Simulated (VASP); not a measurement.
# AlN (P6_3/mmc) in VASP: a series of runs

AlN is run at these levels: PBEsol; tasks: single point.

All numbers are computed with VASP 6.6.1; they aren't measurements. Logs are shortened: lines on timing, memory, paths and dates and some standing lists are left out, and cuts for length are marked.

## 1. The cell of the first run

It takes space group P6_3/mmc (No. 194, hexagonal). Conventional cell: a = 3.242 Å, b = 3.242 Å, c = 3.934 Å, α = 90.00°, β = 90.00°, γ = 120.00°. Al (site symmetry -6m2) has 5 N at 1.87 to 1.97 Å within 2.5 Å. N (site symmetry -6m2) has 5 Al at 1.87 to 1.97 Å within 2.5 Å.

## 2. Single point, PBEsol

Input file INCAR:

```
SYSTEM = AlN
PREC     = Accurate       ! precision mode
ENCUT    = 520            ! plane-wave cutoff, eV
EDIFF    = 1E-6           ! SCF threshold, eV
ISMEAR   = 0              ! smearing method
SIGMA    = 0.05           ! smearing width, eV
LREAL    = .False.        ! projectors in reciprocal space
LASPH    = .True.         ! aspherical terms in the spheres
NELM     = 80             ! most SCF steps
ALGO     = Normal         ! electronic algorithm
ISIF     = 2              ! what is computed and relaxed
LWAVE    = .False.        ! write WAVECAR
LCHARG   = .False.        ! write CHGCAR
GGA      = PS             ! functional
NBANDS   = 16             ! bands
```

Input file KPOINTS:

```
Automatic mesh
0
Gamma
  9 9 6
  0 0 0
```

Input file POSCAR:

```
AlN
1.0
    3.2421000000      0.0000000000      0.0000000000
   -1.6210500000      2.8077409616      0.0000000000
    0.0000000000      0.0000000000      3.9342000000
Al N
2 2
Direct
    0.3333333333      0.6666666667      0.7500000000
    0.6666666667      0.3333333333      0.2500000000
    0.3333333333      0.6666666667      0.2500000000
    0.6666666667      0.3333333333      0.7500000000
```

Potentials or basis: VASP PAW PBE potentials, release 64 (Al, N).

Started as:

```
$ cat potpaw_PBE.64/Al/POTCAR potpaw_PBE.64/N/POTCAR > POTCAR
$ mpirun -np 1 vasp_std > vasp.out
```

OUTCAR:

```text
SYSTEM = AlN
   PREC = Accurate
   ENCUT = 520
   EDIFF = 1E-6
   ISMEAR = 0
   LREAL = .False.
   LASPH = .True.
   NELM = 80
   ISIF = 2
   GGA = PS

 ion  position               nearest neighbor table
   1  0.333  0.667  0.750-   4 1.87   4 1.87   4 1.87   3 1.97   3 1.97   2 2.72   2 2.72   2 2.72
                             2 2.72   2 2.72   2 2.72
   2  0.667  0.333  0.250-   3 1.87   3 1.87   3 1.87   4 1.97   4 1.97   1 2.72   1 2.72   1 2.72
                             1 2.72   1 2.72   1 2.72
   3  0.333  0.667  0.250-   2 1.87   2 1.87   2 1.87   1 1.97   1 1.97
   4  0.667  0.333  0.750-   1 1.87   1 1.87   1 1.87   2 1.97   2 1.97

  LATTYP: Found a hexagonal cell.
 ALAT       =     3.2421000000
 C/A-ratio  =     1.2134727491

  Lattice vectors:

 A1 = (   3.2421000000,   0.0000000000,   0.0000000000)
 A2 = (  -1.6210500000,   2.8077409616,   0.0000000000)
 A3 = (   0.0000000000,   0.0000000000,   3.9342000000)

Analysis of symmetry for initial positions (statically):
=====================================================================
 Subroutine PRICEL returns:
 Original cell was already a primitive cell.

 Routine SETGRP: Setting up the symmetry group for a
 hexagonal supercell.

 Subroutine GETGRP returns: Found 24 space group operations
 (whereof 12 operations were pure point group operations)
 out of a pool of 24 trial point group operations.

The static configuration has the point symmetry D_3d.
 The point group associated with its full space group is D_6h.

Analysis of symmetry for dynamics (positions and initial velocities):
=====================================================================
 Subroutine PRICEL returns:
 Original cell was already a primitive cell.

 Routine SETGRP: Setting up the symmetry group for a
 hexagonal supercell.

 Subroutine GETGRP returns: Found 24 space group operations
 (whereof 12 operations were pure point group operations)
 out of a pool of 24 trial point group operations.

The dynamic configuration has the point symmetry D_3d.
 The point group associated with its full space group is D_6h.

 Subroutine INISYM returns: Found 24 space group operations
 (whereof 12 operations are pure point group operations),
 and found     1 'primitive' translations

----------------------------------------------------------------------------------------

                                     Primitive cell

  volume of cell :      35.8129

  direct lattice vectors                    reciprocal lattice vectors
     3.242100000  0.000000000  0.000000000     0.308442059  0.178079106  0.000000000
[... 95 lines left out ...]
   NFREE  =      0    steps in history (QN), initial steepest desc. (CG)
   ISIF   =      2    stress and relaxation
   ISYM   =      2    0-nonsym 1-usesym 2-fastsym
   POTIM  = 0.5000    time-step for ionic-motion
   TEBEG  =    0.0;   TEEND  =   0.0 temperature during run
   PSTRESS=    0.0 pullay stress
   NELECT =      16.0000    total number of electrons
   NUPDOWN=      -1.0000    fix difference up-down
   EMIN   =  10.00;   EMAX   =-10.00  energy-range for DOS
   EFERMI =   0.00;   METHOD = LEGACY
   ISMEAR =     0;   SIGMA  =   0.05  broadening in eV -4-tet -1-fermi 0-gaus
   EFERMI_NEDOS =   21; number of points for ismear=-14 and -15
   IALGO  =     38    algorithm
   IMIX   =      4    mixing-type and parameters
     AMIX     =   0.40;   BMIX     =  1.00
     AMIX_MAG =   1.60;   BMIX_MAG =  1.00
  volume/ion in A,a.u.               =       8.95        60.42
  Fermi-wavevector in a.u.,A,eV,Ry     =   1.251512  2.365014 21.310549  1.566281
  Thomas-Fermi vector in A             =   2.385456
   LORBIT       =      0    0 simple, 1 ext, 2 COOP (PROOUT), +10 PAW based schemes
   GGA     = PS    functional components
   LHFCALC =     F    Hartree Fock is set to
   AEXX    =    0.0000 exact exchange contribution
   IVDW    =     0    specifies the selected vdW correction
   LEPSILON=     F    determine dielectric tensor
   LRPA    =     F    only Hartree local field effects (RPA)
 non-spin polarized calculation
 Gauss-broadening in eV      SIGMA  =   0.05
  energy-cutoff  :      520.00
  volume of cell :       35.81
 maximum number of plane-waves:       987
   NGX = 13   NGY = 13   NGZ = 15

 number of electron      16.0000002 magnetization

 Free energy of the ion-electron system (eV)
  ---------------------------------------------------
  ext. energy  EPLUGINS =         0.00000000
  ---------------------------------------------------
  free energy    TOTEN  =       -30.72042831 eV

  energy without entropy =      -30.72042831  energy(sigma->0) =      -30.72042831

 E-fermi :   9.1802     XC(G=0): -11.8201

 val. band max:        8.9161387099   @ k =   0.0000   0.0000   0.0000
 cond. band min:      12.9337971989   @ k =   0.0000   0.0000   0.0000
 fundamental gap:      4.0176584890
 Fermi energy:         9.1801514111

 k-point     1 :       0.0000    0.0000    0.0000
  band No.  band energies     occupation
      1      -8.5648      2.00000
      2      -4.1203      2.00000
      3       1.6007      2.00000
      4       5.3346      2.00000
      5       5.3346      2.00000
      6       7.3243      2.00000
[... 433 lines left out ...]
      3       1.8089      2.00000
      4       3.1383      2.00000
      5       3.1383      2.00000
      6       6.0195      2.00000
[... 8 lines left out ...]
     15      20.8614      0.00000
     16      23.3535      0.00000

 [... further k-points ...]

------------------------ aborting loop because EDIFF is reached ----------------------------------------

  FORCE on cell =-STRESS in cart. coord.  units (eV):
  Direction    XX          YY          ZZ          XY          YZ          ZX
  --------------------------------------------------------------------------------------
  -------------------------------------------------------------------------------------
  Total        4.3160239      4.3160239      6.1175412      0.0000000      0.0000000      0.0000000
  in kB      193.0876708    193.0876708    273.6828643      0.0000000      0.0000000      0.0000000
  external PRESSURE =     219.9527353 kB  Pullay stress =       0.0000000 kB

 VOLUME and BASIS-vectors are now :
 -----------------------------------------------------------------------------
  energy-cutoff  :      520.00
  volume of cell :       35.81
      direct lattice vectors                 reciprocal lattice vectors
     3.242100000  0.000000000  0.000000000     0.308442059  0.178079106  0.000000000
    -1.621050000  2.807740962  0.000000000     0.000000000  0.356158212  0.000000000
     0.000000000  0.000000000  3.934200000     0.000000000  0.000000000  0.254181282

 POSITION                                       TOTAL-FORCE (eV/Angst)
 -----------------------------------------------------------------------------------
     -0.00000      1.87183      2.95065         0.000000     -0.000000      0.000000
      1.62105      0.93591      0.98355        -0.000000     -0.000000      0.000000
     -0.00000      1.87183      0.98355         0.000000     -0.000000      0.000000
      1.62105      0.93591      2.95065         0.000000      0.000000      0.000000
 -----------------------------------------------------------------------------------
    total drift:                               -0.000000     -0.000000     -0.000000

  FREE ENERGIE OF THE ION-ELECTRON SYSTEM (eV)
  ---------------------------------------------------
  free  energy   TOTEN  =       -30.7204283128 eV

  energy  without entropy=      -30.7204283128  energy(sigma->0) =      -30.72042831
```

OSZICAR:

```text
N       E                     dE             d eps       ncg     rms          rms(c)
DAV:   1     0.423429890811E+02    0.42343E+02   -0.75018E+03  1536   0.913E+02
DAV:   2    -0.322249439148E+02   -0.74568E+02   -0.67609E+02  2176   0.193E+02
DAV:   3    -0.353289626842E+02   -0.31040E+01   -0.30920E+01  1896   0.410E+01
DAV:   4    -0.353466622247E+02   -0.17700E-01   -0.17698E-01  1904   0.344E+00
DAV:   5    -0.353468863639E+02   -0.22414E-03   -0.22414E-03  1880   0.391E-01    0.120E+01
DAV:   6    -0.308266290481E+02    0.45203E+01   -0.82122E+00  1976   0.219E+01    0.427E+00
DAV:   7    -0.307644302086E+02    0.62199E-01   -0.86497E-01  1808   0.628E+00    0.297E+00
DAV:   8    -0.307291085020E+02    0.35322E-01   -0.11201E-01  1712   0.263E+00    0.793E-01
DAV:   9    -0.307201588769E+02    0.89496E-02   -0.22561E-02  1920   0.117E+00    0.253E-01
DAV:  10    -0.307205307846E+02   -0.37191E-03   -0.21739E-03  1816   0.322E-01    0.172E-01
DAV:  11    -0.307204312094E+02    0.99575E-04   -0.14359E-04  1856   0.929E-02    0.397E-02
DAV:  12    -0.307204286814E+02    0.25279E-05   -0.86926E-06  1840   0.226E-02    0.632E-03
DAV:  13    -0.307204283128E+02    0.36866E-06   -0.18649E-06  1672   0.101E-02
   1 F= -.30720428E+02 E0= -.30720428E+02  d E =-.452021E-16
```

It took 8.2 s on 1 thread of Intel Xeon 6975P-C (Granite Rapids), shared host; peak memory 0.14 GiB.

What came out:

- Free energy: -30.7204 eV
- Pressure: 22.0 GPa
- Band gap on the k mesh: 4.02 eV, direct

Stress tensor (GPa, compression positive):
```
19.31  0.00  0.00
 0.00 19.31  0.00
 0.00  0.00 27.37
```

Levels at points of the mesh, in eV from the valence-band top:
```csv
k point,band 5,band 6,band 7,band 8,band 9,band 10,band 11,band 12
"(0.00, 0.00, 0.00)",-3.58,-1.59,-1.59,0.00,4.02,5.22,8.65,8.65
"(0.00, 0.00, 0.50)",-2.64,-2.64,-2.64,-2.64,6.30,6.30,8.68,8.68
```

Caveat: the PAW data sets were made with another functional, which shifts forces and pressure a little. A k mesh can miss the band edges.

## 3. Single point, PBEsol

This run uses another cell than the first one, of 9.06 Å³/atom, 1.012 times its volume.

Input file INCAR:

```
PREC     = Accurate       # precision mode
ENCUT    = 520            # plane-wave cutoff, eV
EDIFF    = 1E-6           # SCF threshold, eV
ISMEAR   = 0              # smearing method
SIGMA    = 0.05           # smearing width, eV
LREAL    = F              # projectors in reciprocal space
LASPH    = T              # aspherical terms in the spheres
NELM     = 100            # most SCF steps
ALGO     = Normal         # electronic algorithm
ISIF     = 2              # what is computed and relaxed
LWAVE    = F              # write WAVECAR
LCHARG   = F              # write CHGCAR
GGA      = PS             # functional
NBANDS   = 16             # bands
```

Input file KPOINTS:

```
Automatic mesh
0
Gamma
  9 9 6
```

Edit POSCAR of step 2 so:

```diff
@@ -2,4 +2,4 @@
 1.0
-    3.2421000000      0.0000000000      0.0000000000
-   -1.6210500000      2.8077409616      0.0000000000
+    3.2620000000      0.0000000000      0.0000000000
+   -1.6310000000      2.8249748671      0.0000000000
     0.0000000000      0.0000000000      3.9342000000
```

Potentials or basis: VASP PAW PBE potentials, release 64 (Al, N).

Started as:

```
$ cat potpaw_PBE.64/Al/POTCAR potpaw_PBE.64/N/POTCAR > POTCAR
$ mpirun -np 1 vasp_std > vasp.out
```

Wall time 8.1 s (1 thread of Intel Xeon 6975P-C (Granite Rapids), shared host); peak memory 0.15 GiB.

It converged, with:

| Quantity | Value |
| --- | --- |
| Free energy | -30.7680 eV |
| Pressure | 18.4 GPa |
| Band gap on the k mesh | 3.95 eV, direct |

Stress tensor (GPa, compression positive):
```
15.09  0.00  0.00
 0.00 15.09  0.00
 0.00  0.00 25.14
```

Levels at points of the mesh, in eV from the valence-band top:
```
           k point  band 6  band 7  band 8  band 9  band 10  band 11
(0.00, 0.00, 0.00)   -1.52   -1.52    0.00    3.95     5.13     8.58
(0.00, 0.00, 0.50)   -2.58   -2.58   -2.58    6.25     6.25     8.61
```

Caveat: the PAW data sets were made with another functional, which shifts forces and pressure a little. A k mesh can miss the band edges.
